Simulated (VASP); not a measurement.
Set up this calculation in VASP 6.6.1, as the native input.

* Task: single point
* Functional: r2SCAN
* Potentials or basis: VASP PAW PBE potentials, release 64 (Ti_sv, Al)
* Cutoff: 520 eV
* k mesh: 6 × 6 × 6
* Occupations: methfessel-paxton, width 0.15 eV
* Spin: no spin polarisation
* Dipole correction: no
* Further INCAR settings: ALGO = Normal; EDIFF = 1e-07; NBANDS = 28

Crystal: Ti3Al.

```xyz
4
Lattice="0.0000 3.1432 3.1432 3.1432 0.0000 3.1432 3.1432 3.1432 0.0000" Properties=species:S:1:pos:R:3 pbc="T T T"
Ti    4.7148    4.7148    4.7148
Ti    1.5716    1.5716    1.5716
Ti    0.0000    0.0000    0.0000
Al    3.1432    3.1432    3.1432
```

The input as run:

POSCAR

```
Ti3Al
1.0
    0.0000000000      3.1431931168      3.1431931168
    3.1431931168      0.0000000000      3.1431931168
    3.1431931168      3.1431931168      0.0000000000
Ti Al
3 1
Direct
    0.7500000000      0.7500000000      0.7500000000
    0.2500000000      0.2500000000      0.2500000000
    0.0000000000      0.0000000000      0.0000000000
    0.5000000000      0.5000000000      0.5000000000
```

INCAR.step1

```
SYSTEM = Ti3Al
  PREC = Accurate
  ENCUT = 520
  ISMEAR = 1
  SIGMA = 0.15
  LREAL = .False.
  LASPH = .True.
  NELM = 60
  NBANDS = 28
  GGA = PE
  ALGO = Normal
  EDIFF = 1E-4
  LWAVE = .True.
  LCHARG = .False.
```

INCAR.step2

```
SYSTEM = Ti3Al
  PREC = Accurate
  ENCUT = 520
  EDIFF = 1E-7
  ISMEAR = 1
  SIGMA = 0.15
  LREAL = .False.
  LASPH = .True.
  NELM = 60
  ALGO = Normal
  ISIF = 2
  LWAVE = .False.
  LCHARG = .False.
  METAGGA = R2SCAN
  LMIXTAU = .True.
  NBANDS = 28
  ISTART = 1
```

KPOINTS

```
Automatic mesh
0
Gamma
  6 6 6
  0 0 0
```

Potentials or basis: VASP PAW PBE potentials, release 64 (Ti_sv, Al).

The run is started by

```bash
$ cat potpaw_PBE.64/Ti_sv/POTCAR potpaw_PBE.64/Al/POTCAR > POTCAR
$ cp INCAR.step1 INCAR
$ mpirun -np 1 vasp_std > vasp.out
$ cp INCAR.step2 INCAR
$ mpirun -np 1 vasp_std > vasp.out
```

Results of the run:

| Item | Value |
| --- | --- |
| Pressure | 9.0 GPa |

Caveat: the PAW data sets were made with another functional, which shifts forces and pressure a little.

It took 73 s on 1 thread of Intel(R) Xeon(R) 6975P-C (Granite Rapids) (shared host), peak memory 0.22 GiB.
